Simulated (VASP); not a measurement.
## Ni: single point with PBEsol

The system is Ni.

```
CELL_PARAMETERS angstrom
-1.50319 1.50319 1.17249
1.50319 -1.50319 1.17249
1.50319 1.50319 -1.17249
ATOMIC_POSITIONS crystal
Ni 0.00000 0.00000 0.00000
```

This cell differs from its parent crystal: ratio of the length along z to the lengths across it x 0.78, volume and fractional coordinates fixed.

```yaml
Program: VASP 6.6.1
Task: single point
Functional: PBEsol
Potentials_or_basis: VASP PAW PBE potentials, release 64 (Ni)
Cutoff: 520 eV
k_mesh: 26 × 26 × 26
Occupations: gaussian, width 0.15 eV
Spin: collinear spin, ferromagnetic start
Starting_moments: "[0.5] μB"
```

```
Pressure                                              : 0.6 GPa
Net moment                                            : 0.59 μB per cell
Site moments                                          : Ni +0.59 μB
Valence electrons inside the program's atomic spheres : Ni 9.39
```

Stress tensor (GPa, compression positive):
```
-6.82  0.00  0.00
 0.00 -6.82  0.00
 0.00  0.00 15.38
```

Levels at points of the mesh, in eV from the Fermi level:
Spin up:
| k point | band 3 | band 4 | band 5 | band 6 | band 7 | band 8 |
| --- | --- | --- | --- | --- | --- | --- |
| (0.00, 0.00, 0.00) | -2.34 | -1.74 | -1.74 | -0.43 | 23.11 | 23.11 |
| (0.50, 0.00, 0.00) | -1.07 | -0.30 | -0.28 | 1.21 | 7.98 | 17.75 |
| (0.50, 0.50, 0.00) | -2.16 | -1.06 | -1.06 | -0.24 | 4.85 | 24.24 |
| (0.50, 0.50, 0.50) | -0.39 | -0.39 | -0.14 | 6.77 | 6.77 | 13.46 |
Spin down:
| k point | band 3 | band 4 | band 5 | band 6 | band 7 | band 8 |
| --- | --- | --- | --- | --- | --- | --- |
| (0.00, 0.00, 0.00) | -1.67 | -1.09 | -1.09 | 0.04 | 23.07 | 23.07 |
| (0.50, 0.00, 0.00) | -0.59 | 0.46 | 0.52 | 1.19 | 8.30 | 17.73 |
| (0.50, 0.50, 0.00) | -1.53 | -1.10 | -0.61 | 0.48 | 5.33 | 24.15 |
| (0.50, 0.50, 0.50) | 0.32 | 0.32 | 0.72 | 6.79 | 6.79 | 13.58 |

It took 9.8 min on 1 thread of Oxide Virtual Turin-like Processor, on a shared host, peak memory 0.36 GiB.

Caveat: the stress differs along the axes, from -7 to 15 GPa; the PAW data sets were made with another functional, which shifts forces and pressure a little.
